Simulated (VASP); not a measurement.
**Ir3Rh: single point with LDA**

Ir3Rh:

```
CELL_PARAMETERS angstrom
3.79530 0.00000 0.00000
0.00000 3.79530 0.00000
0.00000 0.00000 3.79530
ATOMIC_POSITIONS crystal
Ir 0.50000 0.00000 0.50000
Ir 0.00000 0.50000 0.50000
Ir 0.50000 0.50000 0.00000
Rh 0.00000 0.00000 0.00000
```

- Program: VASP 6.6.1
- Task: single point
- Functional: LDA
- Potentials or basis: VASP PAW LDA potentials, release 64 (Ir, Rh_pv)
- Cutoff: 520 eV
- k mesh: 6 × 6 × 6
- Occupations: fermi-dirac, width 0.05 eV
- Spin: no spin polarisation

| Property | Result |
| --- | --- |
| Pressure | 2.1 GPa |
| Band gap on the k mesh | zero (bands 21 and 22 overlap by 2.43 eV) |

Levels at points of the mesh, in eV from the Fermi level:
```csv
k point,band 19,band 20,band 21,band 22,band 23,band 24
"(0.00, 0.00, 0.00)",1.08,1.08,1.13,1.73,1.73,1.73
"(0.50, 0.00, 0.00)",-1.78,-1.76,-1.67,-0.46,-0.07,1.07
"(0.50, 0.50, 0.00)",-2.36,-1.53,-1.53,-1.30,-1.20,2.36
"(0.50, 0.50, 0.50)",-0.36,0.63,0.63,0.63,0.72,0.72
```

It took 35 s on 1 thread of Intel Xeon 8259CL, on a shared host, peak memory 0.16 GiB.

Caveat: spin-orbit coupling is left out, which moves the levels of the heavy elements.
